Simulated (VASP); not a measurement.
# SrGa3 (I4/mmm) in VASP: single point with PBE

Aim: the single point of SrGa3 with PBE.

All numbers are computed with VASP 6.6.1; they aren't measurements. Logs are shortened: lines on timing, memory, paths and dates and some standing lists are left out, and cuts for length are marked.

## Step 1: The cell of the first run

Symmetry: I4/mmm, No. 139, tetragonal system. Conventional cell: a = 4.490 Å, b = 4.490 Å, c = 8.457 Å, α = 90.00°, β = 90.00°, γ = 90.00°. Sr (site symmetry 4/mmm) has 12 Ga at 3.08 to 3.17 Å within 4.1 Å. Ga (site symmetry -4m2) has 4 Sr at 3.08 Å and 8 Ga at 3.08 to 3.17 Å within 4.1 Å. Within 4.1 Å of Ga (site symmetry 4/mmm) lie 8 Ga at 3.08 Å and 4 Sr at 3.17 Å.

## Step 2: Single point, PBE (Be replaced by Sr, lengths x 1.129, strained)

INCAR reads:

```
PREC = Accurate
ENCUT = 520
EDIFF = 1E-6
ISMEAR = 0
SIGMA = 0.1
LREAL = F
LASPH = T
NELM = 100
ALGO = Normal
ISIF = 2
LWAVE = F
LCHARG = F
GGA = PE
NBANDS = 32
```

KPOINTS reads:

```
regular mesh
0
Gamma
  6 6 6
```

POSCAR reads:

```
SrGa3
1.0
   -2.2449294156      2.2449294156      4.2282621814
    2.2449294156     -2.2449294156      4.2282621814
    2.2449294156      2.2449294156     -4.2282621814
Sr Ga
1 3
Direct
    0.0000000000      0.0000000000      0.0000000000
    0.7500000000      0.2500000000      0.5000000000
    0.2500000000      0.7500000000      0.5000000000
    0.5000000000      0.5000000000      0.0000000000
```

Potentials or basis: VASP PAW PBE potentials, release 64 (Sr_sv, Ga_d).

On the command line:

```sh
> cat potpaw_PBE.64/Sr_sv/POTCAR potpaw_PBE.64/Ga_d/POTCAR > POTCAR
> mpirun -np 1 vasp_std > vasp.out
```

OUTCAR:

```text
PREC = Accurate
   ENCUT = 520
   EDIFF = 1E-6
   ISMEAR = 0
   LREAL = F
   LASPH = T
   NELM = 100
   ISIF = 2
   GGA = PE

 ion  position               nearest neighbor table
   1  0.000  0.000  0.000-   2 3.08   3 3.08   2 3.08   3 3.08   2 3.08   3 3.08   2 3.08   3 3.08
                             4 3.17   4 3.17   4 3.17   4 3.17
   2  0.750  0.250  0.500-   1 3.08   1 3.08   1 3.08   1 3.08
   3  0.250  0.750  0.500-   1 3.08   1 3.08   1 3.08   1 3.08
   4  0.500  0.500  0.000-   1 3.17   1 3.17   1 3.17   1 3.17

  LATTYP: Found a body centered tetragonal cell.
 ALAT       =     4.4898588312
 C/A-ratio  =     1.8834722161

  Lattice vectors:

 A1 = (  -2.2449294156,   2.2449294156,   4.2282621814)
 A2 = (   2.2449294156,  -2.2449294156,   4.2282621814)
 A3 = (   2.2449294156,   2.2449294156,  -4.2282621814)

Analysis of symmetry for initial positions (statically):
=====================================================================
 Subroutine PRICEL returns:
 Original cell was already a primitive cell.

 Routine SETGRP: Setting up the symmetry group for a
 body centered tetragonal supercell.

 Subroutine GETGRP returns: Found 16 space group operations
 (whereof 16 operations were pure point group operations)
 out of a pool of 16 trial point group operations.

The static configuration has the point symmetry D_4h.

Analysis of symmetry for dynamics (positions and initial velocities):
=====================================================================
 Subroutine PRICEL returns:
 Original cell was already a primitive cell.

 Routine SETGRP: Setting up the symmetry group for a
 body centered tetragonal supercell.

 Subroutine GETGRP returns: Found 16 space group operations
 (whereof 16 operations were pure point group operations)
 out of a pool of 16 trial point group operations.

The dynamic configuration has the point symmetry D_4h.

 Subroutine INISYM returns: Found 16 space group operations
 (whereof 16 operations are pure point group operations),
 and found     1 'primitive' translations

----------------------------------------------------------------------------------------

                                     Primitive cell

  volume of cell :      85.2368

  direct lattice vectors                    reciprocal lattice vectors
    -2.244929416  2.244929416  4.228262181     0.000000000  0.222724152  0.118251891
     2.244929416 -2.244929416  4.228262181     0.222724152  0.000000000  0.118251891
     2.244929416  2.244929416 -4.228262181     0.222724152  0.222724152  0.000000000

  length of vectors
     5.287496311  5.287496311  5.287496311     0.252169700  0.252169700  0.314979516

  position of ions in fractional coordinates (direct lattice)
     0.000000000  0.000000000  0.000000000
     0.750000000  0.250000000  0.500000000
     0.250000000  0.750000000  0.500000000
     0.500000000  0.500000000  0.000000000

  ion indices of the primitive-cell ions
   primitive index   ion index
                 1           1
                 2           2
                 3           3
                 4           4

----------------------------------------------------------------------------------------

 KPOINTS: regular mesh

Automatic generation of k-mesh.
 Grid dimensions read from file:
 generate k-points for:    6    6    6

 Generating k-lattice:

  Cartesian coordinates                     Fractional coordinates (reciprocal lattice)
     0.000000000  0.037120692  0.019708649     0.166666667 -0.000000000  0.000000000
     0.037120692  0.000000000  0.019708649    -0.000000000  0.166666667  0.000000000
     0.037120692  0.037120692  0.000000000     0.000000000  0.000000000  0.166666667

  Length of vectors
     0.042028283  0.042028283  0.052496586

  Shift w.r.t. Gamma in fractional coordinates (k-lattice)
     0.000000000  0.000000000  0.000000000

 Subroutine IBZKPT returns following result:
 ===========================================

 Found     30 irreducible k-points:

 Following reciprocal coordinates:
            Coordinates               Weight
  0.000000  0.000000  0.000000      1.000000
  0.166667  0.000000 -0.000000      8.000000
  0.333333  0.000000  0.000000      8.000000
  0.500000  0.000000 -0.000000      4.000000
  0.166667  0.166667 -0.000000      8.000000
  0.333333  0.166667  0.000000     16.000000
[... 16 lines left out ...]
 -0.333333 -0.333333  0.166667      8.000000
 -0.166667 -0.333333  0.166667      8.000000
 [... further k-points ...]
   k-points           NKPTS =     30   k-points in BZ     NKDIM =     30   number of bands    NBANDS=     32
   number of dos      NEDOS =    301   number of ions     NIONS =      4
   total plane-waves  NPLWV =  64000
   dimension x,y,z NGX =    40 NGY =   40 NGZ =   40
   dimension x,y,z NGXF=    80 NGYF=   80 NGZF=   80
   ions per type =               1   3
   NGX,Y,Z   is equivalent  to a cutoff of  12.58, 12.58, 12.58 a.u.
   NGXF,Y,Z  is equivalent  to a cutoff of  25.15, 25.15, 25.15 a.u.
 SYSTEM =  unknown system
   PREC   = accura    normal or accurate (medium, high low for compatibility)
   ISTART =      0    job   : 0-new  1-cont  2-samecut
   ICHARG =      2    charge: 1-file 2-atom 10-const
   ISPIN  =      1    spin polarized calculation?
   LNONCOLLINEAR =      F non collinear calculations
   LSORBIT =      F    spin-orbit coupling
   LASPH  =      T    aspherical Exc in radial PAW
   ENCUT  =  520.0 eV  38.22 Ry    6.18 a.u.   9.83  9.83  9.83*2*pi/ulx,y,z
   NELM   =    100;   NELMIN=  2; NELMDL= -5     # of ELM steps
   EDIFF  = 0.1E-05   stopping-criterion for ELM
   LREAL  =      F    real-space projection
   EDIFFG = 0.1E-04   stopping-criterion for IOM
   NSW    =      0    number of steps for IOM
   IBRION =     -1    ionic relax: 0-MD 1-quasi-New 2-CG
   NFREE  =      0    steps in history (QN), initial steepest desc. (CG)
   ISIF   =      2    stress and relaxation
   ISYM   =      2    0-nonsym 1-usesym 2-fastsym
   POTIM  = 0.5000    time-step for ionic-motion
   TEBEG  =    0.0;   TEEND  =   0.0 temperature during run
   PSTRESS=    0.0 pullay stress
   NELECT =      49.0000    total number of electrons
   NUPDOWN=      -1.0000    fix difference up-down
   EMIN   =  10.00;   EMAX   =-10.00  energy-range for DOS
   EFERMI =   0.00;   METHOD = LEGACY
   ISMEAR =     0;   SIGMA  =   0.10  broadening in eV -4-tet -1-fermi 0-gaus
   EFERMI_NEDOS =   21; number of points for ismear=-14 and -15
   IALGO  =     38    algorithm
   IMIX   =      4    mixing-type and parameters
     AMIX     =   0.40;   BMIX     =  1.00
     AMIX_MAG =   1.60;   BMIX_MAG =  1.00
  volume/ion in A,a.u.               =      21.31       143.80
  Fermi-wavevector in a.u.,A,eV,Ry     =   1.361229  2.572349 25.210828  1.852944
  Thomas-Fermi vector in A             =   2.487823
   LORBIT       =      0    0 simple, 1 ext, 2 COOP (PROOUT), +10 PAW based schemes
   GGA     = PE    functional components
   LHFCALC =     F    Hartree Fock is set to
   AEXX    =    0.0000 exact exchange contribution
   IVDW    =     0    specifies the selected vdW correction
   LEPSILON=     F    determine dielectric tensor
   LRPA    =     F    only Hartree local field effects (RPA)
 non-spin polarized calculation
 Gauss-broadening in eV      SIGMA  =   0.10
  energy-cutoff  :      520.00
  volume of cell :       85.24
 maximum number of plane-waves:      2324
   NGX = 19   NGY = 19   NGZ = 19

 number of electron      48.9999981 magnetization

 Free energy of the ion-electron system (eV)
  ---------------------------------------------------
  ext. energy  EPLUGINS =         0.00000000
  ---------------------------------------------------
  free energy    TOTEN  =       -10.94796750 eV

  energy without entropy =      -10.93421054  energy(sigma->0) =      -10.94108902

 E-fermi :   4.8136     XC(G=0): -10.5512

 val. band max:        4.7946555286   @ k =   0.3333   0.3333   0.0000
 cond. band min:       4.8334297780   @ k =  -0.3333   0.5000   0.1667
 fundamental gap:      0.0387742495
 Fermi energy:         4.8136320621

 k-point     1 :       0.0000    0.0000    0.0000
  band No.  band energies     occupation
      1     -30.0278      2.00000
      2     -12.3063      2.00000
      3     -12.1862      2.00000
      4     -12.1862      2.00000
      5     -10.0586      2.00000
      6     -10.0234      2.00000
[... 24 lines left out ...]
     31       8.8768      0.00000
     32      11.1625      0.00000

 k-point     2 :       0.1667    0.0000   -0.0000
  band No.  band energies     occupation
      1     -30.0267      2.00000
      2     -12.3122      2.00000
      3     -12.2198      2.00000
      4     -12.1874      2.00000
      5     -10.0431      2.00000
      6     -10.0134      2.00000
[... 24 lines left out ...]
     31       9.4124      0.00000
     32      10.5619      0.00000

 k-point     3 :       0.3333    0.0000    0.0000
  band No.  band energies     occupation
      1     -30.0243      2.00000
      2     -12.3283      2.00000
      3     -12.2798      2.00000
      4     -12.1896      2.00000
      5     -10.0049      2.00000
      6     -10.0014      2.00000
[... 24 lines left out ...]
     31       9.7133      0.00000
     32      11.7876      0.00000

 k-point     4 :       0.5000    0.0000   -0.0000
  band No.  band energies     occupation
      1     -30.0232      2.00000
      2     -12.3433      2.00000
      3     -12.3016      2.00000
      4     -12.1907      2.00000
      5      -9.9837      2.00000
      6      -9.9834      2.00000
[... 24 lines left out ...]
     31       9.1262      0.00000
     32      11.8449      0.00000

 k-point     5 :       0.1667    0.1667   -0.0000
  band No.  band energies     occupation
      1     -30.0254      2.00000
      2     -12.3232      2.00000
      3     -12.2276      2.00000
      4     -12.2056      2.00000
      5     -10.0359      2.00000
      6     -10.0072      2.00000
[... 584 lines left out ...]
     31      10.4202      0.00000
     32      10.9289      0.00000

 k-point    22 :      -0.1667    0.5000    0.1667
  band No.  band energies     occupation
      1     -30.0239      2.00000
      2     -12.3442      2.00000
      3     -12.2784      2.00000
      4     -12.1873      2.00000
      5     -10.0110      2.00000
      6     -10.0035      2.00000
[... 24 lines left out ...]
     31       9.5576      0.00000
     32      11.4195      0.00000

 k-point    23 :      -0.3333   -0.3333    0.1667
  band No.  band energies     occupation
      1     -30.0247      2.00000
      2     -12.3493      2.00000
      3     -12.2178      2.00000
      4     -12.2080      2.00000
      5     -10.0325      2.00000
      6     -10.0229      2.00000
[... 24 lines left out ...]
     31       9.7627      0.00000
     32       9.9104      0.00000

 k-point    24 :      -0.1667   -0.3333    0.1667
  band No.  band energies     occupation
      1     -30.0260      2.00000
      2     -12.3400      2.00000
      3     -12.2152      2.00000
      4     -12.1839      2.00000
      5     -10.0405      2.00000
      6     -10.0150      2.00000
[... 24 lines left out ...]
     31       9.2096      0.00000
     32      10.1692      0.00000

 [... further k-points ...]
[... 5 lines left out ...]
  --------------------------------------------------------------------------------------
  -------------------------------------------------------------------------------------
  Total        2.7684684      2.7684684      2.4703989      0.0000000     -0.0000000      0.0000000
  in kB       52.0382719     52.0382719     46.4355281      0.0000000     -0.0000000      0.0000000
  external PRESSURE =      50.1706907 kB  Pullay stress =       0.0000000 kB

 VOLUME and BASIS-vectors are now :
 -----------------------------------------------------------------------------
  energy-cutoff  :      520.00
  volume of cell :       85.24
      direct lattice vectors                 reciprocal lattice vectors
    -2.244929416  2.244929416  4.228262181     0.000000000  0.222724152  0.118251891
     2.244929416 -2.244929416  4.228262181     0.222724152  0.000000000  0.118251891
     2.244929416  2.244929416 -4.228262181     0.222724152  0.222724152  0.000000000

 POSITION                                       TOTAL-FORCE (eV/Angst)
 -----------------------------------------------------------------------------------
      0.00000      0.00000      0.00000         0.000000      0.000000     -0.000000
     -0.00000      2.24493      2.11413        -0.000000     -0.000000      0.000000
      2.24493     -0.00000      2.11413        -0.000000      0.000000     -0.000000
      0.00000      0.00000      4.22826         0.000000      0.000000     -0.000000
 -----------------------------------------------------------------------------------
    total drift:                               -0.000000     -0.000000      0.000000

  FREE ENERGIE OF THE ION-ELECTRON SYSTEM (eV)
  ---------------------------------------------------
  free  energy   TOTEN  =       -10.9479674982 eV

  energy  without entropy=      -10.9342105429  energy(sigma->0) =      -10.94108902
```

It took 37 s on 1 thread of Intel Xeon 6975P-C (Granite Rapids), shared host; peak memory 0.27 GiB.

Results:

| Quantity | Value |
| --- | --- |
| Free energy | -10.9480 eV |
| Pressure | 5.0 GPa |

Caveat: the cell differs from its parent crystal (Be replaced by Sr, lengths x 1.129, strained).
